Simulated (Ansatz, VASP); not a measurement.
# MgO: VASP beside Ansatz

```
Mg O
1.0
     2.13515   -2.13515    0.00000
     2.13515    0.00000   -2.13515
     8.45400    8.45400    8.45400
Mg O
6 6
Direct
  0.66667 0.66667 0.04209
  0.00000 0.00000 0.88396
  0.33333 0.33333 0.21047
  0.66667 0.66667 0.54722
  0.00000 0.00000 0.37884
  0.33333 0.33333 0.71559
  0.66667 0.66667 0.29465
  0.00000 0.00000 0.12628
  0.33333 0.33333 0.46303
  0.66667 0.66667 0.79978
  0.00000 0.00000 0.63140
  0.33333 0.33333 0.96815
```

Alike in both runs: task single point; functional PBE; k mesh 9 × 9 × 2; occupations gaussian, width 0.05 eV; no spin polarisation.

|  | VASP | Ansatz |
| --- | --- | --- |
| version | VASP 6.6.1 | Ansatz 0.2.0 |
| potentials or method | VASP PAW PBE potentials, release 64 (Mg, O), cutoff 520 eV | scalar-relativistic, plane waves, PAW |
| valence electrons in the cell | 48 | 96 |

VASP gave:

```
gap on the k mesh at the Fermi level (eV)                     : 4.12
least direct gap on the mesh (eV)                             : 4.12
pressure (GPa)                                                : -0.7
traceless stress, the component that is largest in VASP (GPa) : 0.84
rms of the force components (eV/Å)                            : 0.346
```

Task: What did Ansatz give for the same quantities?

Result: gap on the k mesh at the Fermi level (eV): 4.15; least direct gap on the mesh (eV): 4.15; pressure (GPa): 0.0; traceless stress, the component that is largest in VASP (GPa): 0.84; rms of the force components (eV/Å): 0.342.

Atom by atom the forces differ by 0.004 eV/Å (rms over components). VASP's potentials hold 48 valence electrons a cell and Ansatz's 96, so a difference there can come from the potentials and not from the codes.
